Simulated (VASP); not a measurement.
## Y2F3: single point with PBE

The system is Y2F3.

```
Y F
1.0
     5.50669    0.00000    0.00000
     0.00000    5.50669    0.00000
     0.00000    0.00000    5.50669
Y F
4 6
Direct
  0.75000 0.75000 0.75000
  0.75000 0.25000 0.25000
  0.25000 0.25000 0.75000
  0.25000 0.75000 0.25000
  0.00000 0.50000 0.50000
  0.50000 0.50000 0.00000
  0.00000 0.50000 0.00000
  0.50000 0.00000 0.50000
  0.50000 0.00000 0.00000
  0.00000 0.00000 0.50000
```

* Program: VASP 6.6.1
* Task: single point
* Functional: PBE
* Potentials or basis: VASP PAW PBE potentials, release 64 (Y_sv, F)
* Cutoff: 600 eV
* k mesh: 4 × 4 × 4
* Occupations: gaussian, width 0.1 eV
* Spin: collinear spin, ferromagnetic start
* Starting moments: [0.0, 0.0, 0.0, 0.0, 1.0, 1.0, 1.0, 1.0, 1.0, 1.0] μB
* Dipole correction: no
* Further INCAR settings: ALGO = Normal; EDIFF = 1e-06; NBANDS = 58

The pressure is 0.0 GPa. The net moment is 0.78 μB per cell and the site moments are Y +0.09; F +0.01 μB. The valence electrons inside the program's atomic spheres are Y 9.35; F 6.12.

Levels at points of the mesh, in eV from the Fermi level:
Spin up:
```tsv
k point	band 42	band 43	band 44	band 45	band 46	band 47
(0.00, 0.00, 0.00)	-0.76	-0.76	-0.76	0.53	1.12	1.27
(0.50, 0.00, 0.00)	-1.61	-0.23	-0.23	0.53	0.53	1.58
(0.50, 0.50, 0.00)	-1.13	-0.05	-0.05	0.49	0.49	1.04
(0.50, 0.50, 0.50)	0.45	0.45	0.45	0.58	1.53	1.53
```
Spin down:
```
           k point  band 40  band 41  band 42  band 43  band 44  band 45
(0.00, 0.00, 0.00)    -7.77    -3.00    -0.50    -0.50    -0.50     0.65
(0.50, 0.00, 0.00)    -7.81    -1.50    -1.50     0.05     0.05     0.72
(0.50, 0.50, 0.00)    -7.90    -1.06    -1.06     0.22     0.22     0.72
(0.50, 0.50, 0.50)    -8.23    -1.65     0.59     0.59     0.59     0.78
```

Wall time 11 min on 1 thread of Intel Xeon 8259CL (shared host), peak memory 0.51 GiB.
